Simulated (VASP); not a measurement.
Write the native input for VASP 6.6.1 that does the following.

* Task: single point
* Functional: PBE
* Potentials or basis: VASP PAW PBE potentials, release 64 (Sr_sv, Zr_sv, O)
* Cutoff: 520 eV
* k mesh: 2 × 2 × 4
* Occupations: gaussian, width 0.15 eV
* Spin: no spin polarisation
* Dipole correction: no
* Further INCAR settings: ALGO = Normal; EDIFF = 1e-07; NBANDS = 44

The structure of SrZrO2 lies in POSCAR:

```
SrZrO2
1.0
    3.2289414876     -6.1775716113      0.0000000000
    3.2289414876      6.1775716113      0.0000000000
    0.0000000000      0.0000000000      3.2262254102
Sr Zr O
2 2 4
Direct
    0.0000000000      0.5000000000      0.0000000000
    0.5000000000      0.0000000000      0.0000000000
    0.5000000000      0.5000000000      0.5000000000
    0.0000000000      0.0000000000      0.5000000000
    0.8325296609      0.1674703391      0.5000000000
    0.7460095880      0.7460095880      0.0000000000
    0.2539904120      0.2539904120      0.0000000000
    0.1674703391      0.8325296609      0.5000000000
```

These files were run (other wordings do the same):

INCAR

```
SYSTEM = SrZrO2
ALGO = Normal
EDIFF = 1E-7
ENCUT = 520
GGA = PE
ISIF = 2
ISMEAR = 0
LASPH = .True.
LCHARG = .False.
LREAL = .False.
LWAVE = .False.
NBANDS = 44
NELM = 80
PREC = Accurate
SIGMA = 0.15
```

KPOINTS

```
k-points
0
Gamma
  2 2 4
  0 0 0
```

Potentials or basis: VASP PAW PBE potentials, release 64 (Sr_sv, Zr_sv, O).

Command:

```bash
$ cat potpaw_PBE.64/Sr_sv/POTCAR potpaw_PBE.64/Zr_sv/POTCAR potpaw_PBE.64/O/POTCAR > POTCAR
$ mpirun -np 1 vasp_std > vasp.out
```

Results of the run:

| Quantity | Value |
| --- | --- |
| Pressure | 0.6 GPa |
| Largest force | 0.031 eV/Å |
| Band gap on the k mesh | zero (band 34 reaches 7.12 eV, above the bottom of band 35 at 6.52 eV) |

Caveat: the k points lie up to 0.55 Å⁻¹ apart.

Run time: 39 s on 1 thread of Intel(R) Xeon(R) 6975P-C (Granite Rapids), with other jobs on the host, peak memory 0.27 GiB.
